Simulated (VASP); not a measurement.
Runs of VASP 6.6.1 on Ni. The structure is that of space group P6_3/mmc (No. 194), or close to it. The cells are those of the table. This isn't the form of Ni at room conditions, which is fcc.

```csv
cell,gap on the mesh (eV),pressure (GPa),moment (μB)
"a = 2.364, b = 2.364, c = 3.932 Å, angles 90.0, 90.0, 120.0°, 2 atoms",none,24.7,0.00
"a = 2.448, b = 2.448, c = 4.073 Å, angles 90.0, 90.0, 120.0°, 2 atoms",none,-3.7,0.00
"a = 2.385, b = 2.385, c = 3.968 Å, angles 90.0, 90.0, 120.0°, 2 atoms",none,(b),0.00
"a = 2.427, b = 2.427, c = 4.039 Å, angles 90.0, 90.0, 120.0°, 2 atoms",none,1.9,0.00
"a = 2.468, b = 2.468, c = 4.106 Å, angles 90.0, 90.0, 120.0°, 2 atoms",none,(a),0.00
"a = 2.407, b = 2.407, c = 4.004 Å, angles 90.0, 90.0, 120.0°, 2 atoms",none,8.3,0.00
```

Alike in all rows: task single point; level PBEsol; potentials or basis VASP PAW PBE potentials, release 64 (Ni); spin collinear, antiferromagnetic start; k mesh 16 × 16 × 8; cutoff (eV) 520; smearing fermi-dirac 0.1 eV.

Question: Estimate the missing entries.

Answer: (a) -8.5; (b) 15.9.

Caveats: the PAW data sets were made with another functional, which shifts forces and pressure a little; the cell stands under pressure (at least some runs); the cell stands under tension (at least some runs).

A gap of «none» marks levels without a gap at the run's occupations.
